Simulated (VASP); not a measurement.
A run of VASP 6.6.1:

Contents of POSCAR:

```
Rh
1.0
   -1.5228835681      1.5228835681      1.5228835681
    1.5228835681     -1.5228835681      1.5228835681
    1.5228835681      1.5228835681     -1.5228835681
Rh
1
Direct
    0.0000000000      0.0000000000      0.0000000000
```

Contents of INCAR.step1:

```
SYSTEM = Rh
ALGO = Normal
EDIFF = 1E-5
ENCUT = 520
GGA = PE
ISIF = 2
ISMEAR = -1
LASPH = .TRUE.
LCHARG = .FALSE.
LREAL = .FALSE.
LWAVE = .TRUE.
NBANDS = 14
NELM = 80
PREC = Accurate
SIGMA = 0.1
```

Contents of INCAR.step2:

```
SYSTEM = Rh
AEXX = 0.25
ALGO = Normal
EDIFF = 1E-6
ENCUT = 520
ISIF = 2
ISMEAR = -1
ISTART = 1
LASPH = .TRUE.
LCHARG = .FALSE.
LHFCALC = .TRUE.
LMIXTAU = .TRUE.
LREAL = .FALSE.
LWAVE = .FALSE.
METAGGA = R2SCAN
NBANDS = 14
NELM = 80
PREC = Accurate
PRECFOCK = Normal
SIGMA = 0.1
```

File KPOINTS:

```
k-points
0
G
  7 7 7
  0 0 0
```

Potentials or basis: VASP PAW PBE potentials, release 64 (Rh_pv).

The run is started by

```bash
$ cat potpaw_PBE.64/Rh_pv/POTCAR > POTCAR
$ cp INCAR.step1 INCAR
$ mpirun -np 1 vasp_std > vasp.out
$ cp INCAR.step2 INCAR
$ mpirun -np 1 vasp_std > vasp.out
```

Hardware: 1 thread of Intel(R) Xeon(R) Platinum 8375C CPU @ 2.90GHz (Ice Lake), on a shared host.

Estimate the wall time of this run.

Wall time 30 min on 1 thread of Intel(R) Xeon(R) Platinum 8375C CPU @ 2.90GHz (Ice Lake), on a shared host, peak memory 0.14 GiB. Counts: k points 20.
